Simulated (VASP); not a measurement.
A run of VASP 6.6.1 is set up as follows.

The input INCAR:

```
ALGO = Normal
EDIFF = 1E-6
ENCUT = 520
GGA = PS
ISIF = 2
ISMEAR = -1
LASPH = T
LCHARG = F
LREAL = F
LWAVE = F
NBANDS = 13
NELM = 100
PREC = Accurate
SIGMA = 0.1
```

KPOINTS

```
k-points
0
Gamma
  11 11 11
```

Contents of POSCAR:

```
Sn
1.0
    3.4060750000      0.0000000000      0.0000000000
   -0.1954335462      3.4004635911      0.0000000000
   -1.5549314988     -1.7478085993      2.4756211423
Sn
1
Direct
    0.0000000000      0.0000000000      0.0000000000
```

Potentials or basis: VASP PAW PBE potentials, release 64 (Sn_d).

The run is started by

```console
$ cat potpaw_PBE.64/Sn_d/POTCAR > POTCAR
$ mpirun -np 1 vasp_std > vasp.out
```

Q: What does it give for the pressure?

A: -3.7 GPa.

Q: What does it give for the band gap on the k mesh?

A: Zero (band 7 reaches 14.37 eV, above the bottom of band 8 at 5.58 eV).

Stress tensor (GPa, compression positive):
```
-3.61  0.24 -0.46
 0.24 -3.58  0.44
-0.46  0.44 -3.80
```

Caveat: the PAW data sets were made with another functional, which shifts forces and pressure a little; spin-orbit coupling is left out, which moves the levels of the heavy elements.
